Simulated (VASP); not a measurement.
## Te2Mo: single point with r2SCAN+D3(BJ)

The system is Te2Mo.

```
Te Mo
1.0
     6.30529    0.00000    0.03887
     0.00000    3.48215    0.00000
    -0.85831    0.00000   13.26036
Te Mo
8 4
Cartesian
  3.2507 2.6116 4.6157
  2.1963 0.8705 8.6836
  3.6068 0.8705 1.4266
  1.8401 2.6116 11.8727
  0.4642 2.6116 2.0452
  4.9828 0.8705 11.2540
  0.0284 0.8705 5.2245
  5.4186 2.6116 8.0747
  1.5861 2.6116 6.7283
  3.8609 0.8705 6.5710
  1.1381 0.8705 0.1077
  4.3088 2.6116 13.1915
```

```
Program             : VASP 6.6.1
Task                : single point
Functional          : r2SCAN
Dispersion          : D3(BJ)
Potentials or basis : VASP PAW PBE potentials, release 64 (Te, Mo_sv)
Cutoff              : 520 eV
k mesh              : 4 × 8 × 2
Occupations         : gaussian, width 0.05 eV
Spin                : no spin polarisation
```

```json
{"Pressure": "2.5 GPa", "Largest force": "0.034 eV/Å", "Band gap on the k mesh": "zero (bands 52 and 53 overlap by 0.47 eV)", "Dispersion energy per atom": "-0.259 eV"}
```

Forces on the atoms (eV/Å):
```
Te  -0.001  0.000 -0.027
Te   0.001  0.000  0.027
Te  -0.001  0.000  0.032
Te   0.001  0.000 -0.032
Te  -0.001  0.000  0.031
Te   0.001  0.000 -0.031
Te  -0.005  0.000 -0.034
Te   0.005  0.000  0.034
Mo   0.002  0.000  0.007
Mo  -0.002  0.000 -0.007
Mo   0.010  0.000  0.003
Mo  -0.010  0.000 -0.003
```

Levels at points of the mesh, in eV from the Fermi level:
| k point | band 49 | band 50 | band 51 | band 52 | band 53 | band 54 | band 55 | band 56 |
| --- | --- | --- | --- | --- | --- | --- | --- | --- |
| (0.00, 0.00, 0.00) | -0.44 | -0.44 | -0.14 | 0.31 | 0.43 | 0.63 | 0.74 | 0.79 |
| (0.50, 0.00, 0.00) | -1.19 | -1.16 | -0.58 | -0.52 | -0.06 | -0.03 | 0.64 | 0.65 |
| (0.00, 0.50, 0.00) | -1.85 | -1.85 | -1.60 | -1.60 | 0.99 | 0.99 | 1.18 | 1.18 |
| (0.50, 0.50, 0.00) | -1.31 | -1.31 | -1.22 | -1.22 | 0.99 | 0.99 | 1.07 | 1.07 |
| (0.00, 0.00, 0.50) | -0.33 | -0.32 | 0.09 | 0.15 | 0.45 | 0.57 | 0.68 | 0.74 |
| (0.50, 0.00, 0.50) | -1.20 | -1.17 | -0.66 | -0.37 | 0.02 | 0.03 | 0.58 | 0.69 |
| (0.00, 0.50, 0.50) | -1.82 | -1.82 | -1.72 | -1.72 | 0.95 | 0.95 | 1.16 | 1.16 |
| (0.50, 0.50, 0.50) | -1.31 | -1.31 | -1.21 | -1.21 | 1.02 | 1.02 | 1.03 | 1.03 |

Run time: 53 min on 1 thread of Oxide Virtual Turin-like Processor, on a shared host, peak memory 0.62 GiB.

Caveat: the PAW data sets were made with another functional, which shifts forces and pressure a little; spin-orbit coupling is left out, which moves the levels of the heavy elements.
